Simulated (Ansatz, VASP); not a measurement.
# CuH3 in VASP and in Ansatz

INCAR

```
PREC = Accurate
ENCUT = 600
EDIFF = 1E-7
ISMEAR = 0
SIGMA = 0.1
LREAL = False
LASPH = True
NELM = 60
ALGO = Normal
ISIF = 3
LWAVE = False
LCHARG = False
GGA = PE
IBRION = 2
NSW = 100
EDIFFG = -0.01
```

Contents of KPOINTS:

```
Automatic mesh
0
Gamma
  18 18 18
```

File POSCAR:

```
CuH3
1.0
   -1.8148914448      1.8148914448      1.8148914448
    1.8148914448     -1.8148914448      1.8148914448
    1.8148914448      1.8148914448     -1.8148914448
Cu H
1 3
Direct
    0.0000000000      0.0000000000      0.0000000000
    0.0000000000      0.5000000000      0.5000000000
    0.5000000000      0.0000000000      0.5000000000
    0.5000000000      0.5000000000      0.0000000000
```

Input for Ansatz:

```yaml
crystal:
  lattice:
    - [-1.8148914448, 1.8148914448, 1.8148914448]
    - [1.8148914448, -1.8148914448, 1.8148914448]
    - [1.8148914448, 1.8148914448, -1.8148914448]
  atoms:
    - { symbol: Cu, position: [0.0, 0.0, 0.0] }
    - { symbol: H, position: [0.0, 0.5, 0.5] }
    - { symbol: H, position: [0.5, 0.0, 0.5] }
    - { symbol: H, position: [0.5, 0.5, 0.0] }
basis:
  ecutwfc: 420
kpoints:
  mp_grid: { grid: [18, 18, 18] }
hamiltonian:
  xc: pbe
scf:
  occupations: { method: gaussian, width: 0.1 }
output:
  forces: true
  stress: true
  eigenvalues: true
relax:
  adjacent_minimum: "off"
  f_tol: 0.01
  max_steps: 80
  cell: { stress_tol: 0.05 }
```

Alike in both runs: task relaxation of cell and atoms; functional PBE; k mesh 18 × 18 × 18; occupations gaussian, width 0.1 eV; no spin polarisation.

|  | VASP | Ansatz |
| --- | --- | --- |
| version | VASP 6.6.1 | Ansatz 0.2.0 |
| potentials or method | VASP PAW PBE potentials, release 64 (Cu, H), cutoff 600 eV | scalar-relativistic, plane waves, PAW |
| valence electrons in the cell | 14 | 22 |

```tsv
	VASP	Ansatz	Ansatz less VASP
gap on the k mesh at the Fermi level, each at its own relaxed structure (eV)	none	none	-
relaxed volume (Å³/atom)	5.99	5.99	-0.002
relaxed cell length with the largest relative difference (Å)	3.145	3.145	-0.0003
```

A gap of «none» marks a metal or a gap that the smearing closes. VASP's potentials hold 14 valence electrons a cell and Ansatz's 22, so a difference there can come from the potentials and not from the codes.
